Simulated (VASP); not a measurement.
A run of VASP 6.6.1 is set up as follows.

INCAR

```
SYSTEM = GaSb2Te2
ALGO = Normal ; EDIFF = 1E-7
ENCUT = 520 ; GGA = PE
ISIF = 2 ; ISMEAR = 0
LASPH = .TRUE. ; LCHARG = .FALSE.
LREAL = .FALSE. ; LWAVE = .FALSE.
NBANDS = 26 ; NELM = 100
PREC = Accurate ; SIGMA = 0.1
```

Contents of KPOINTS:

```
k-points
0
G
  6 6 4
  0 0 0
```

POSCAR

```
GaSb2Te2
1.0
    5.5849843709      0.0000000000      0.0000000000
   -2.7924921854      4.8367383449      0.0000000000
    0.0000000000      0.0000000000      6.2128320461
Ga Sb Te
1 2 2
Direct
    0.0000000000      0.0000000000      0.5000000000
    0.3333333333      0.6666666667      0.5000000000
    0.6666666667      0.3333333333      0.5000000000
    0.3333333333      0.6666666667      0.0000000000
    0.6666666667      0.3333333333      0.0000000000
```

Potentials or basis: VASP PAW PBE potentials, release 64 (Ga_d, Sb, Te).

Run with:

```sh
$ cat potpaw_PBE.64/Ga_d/POTCAR potpaw_PBE.64/Sb/POTCAR potpaw_PBE.64/Te/POTCAR > POTCAR
$ mpirun -np 1 vasp_std > vasp.out
```

Q: Estimate the pressure.

A: -0.1 GPa.

Stress tensor (GPa, compression positive):
```
-0.21  0.00  0.00
 0.00 -0.21  0.00
 0.00  0.00  0.10
```
